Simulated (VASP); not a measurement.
Wanted: the native input for a VASP 6.6.1 run.

| Item | Value |
| --- | --- |
| Task | single point |
| Functional | PBE |
| Potentials or basis | VASP PAW PBE potentials, release 64 (P) |
| Cutoff | 520 eV |
| k mesh | 9 × 9 × 9 |
| Occupations | gaussian, width 0.1 eV |
| Spin | no spin polarisation |
| Dipole correction | no |
| Further INCAR settings | ALGO = Normal; EDIFF = 1e-06; NBANDS = 12 |

The structure of P lies in POSCAR:

```
P
1.0
    1.7257251780      0.9963478961      3.1296800121
   -1.7257251780      0.9963478961      3.1296800121
    0.0000000000     -1.9926957921      3.1296800121
P
2
Direct
    0.7729197500      0.7729197500      0.7729197500
    0.2270802500      0.2270802500      0.2270802500
```

These files were run (other wordings do the same):

INCAR

```
SYSTEM = P
PREC = Accurate
ENCUT = 520
EDIFF = 1E-6
ISMEAR = 0
SIGMA = 0.1
LREAL = .False.
LASPH = .True.
NELM = 100
ALGO = Normal
ISIF = 2
LWAVE = .False.
LCHARG = .False.
GGA = PE
NBANDS = 12
```

KPOINTS

```
Automatic mesh
0
Gamma
  9 9 9
  0 0 0
```

Potentials or basis: VASP PAW PBE potentials, release 64 (P).

Run with:

```console
$ cat potpaw_PBE.64/P/POTCAR > POTCAR
$ mpirun -np 1 vasp_std > vasp.out
```

It gave:

```
Pressure               : 1.5 GPa
Largest force          : 0.189 eV/Å
Band gap on the k mesh : zero (band 5 reaches 9.56 eV, above the bottom of band 6 at 8.83 eV)
```

Run time: 49 s on 1 thread of Intel Xeon 6975P-C (shared host), peak memory 0.16 GiB.
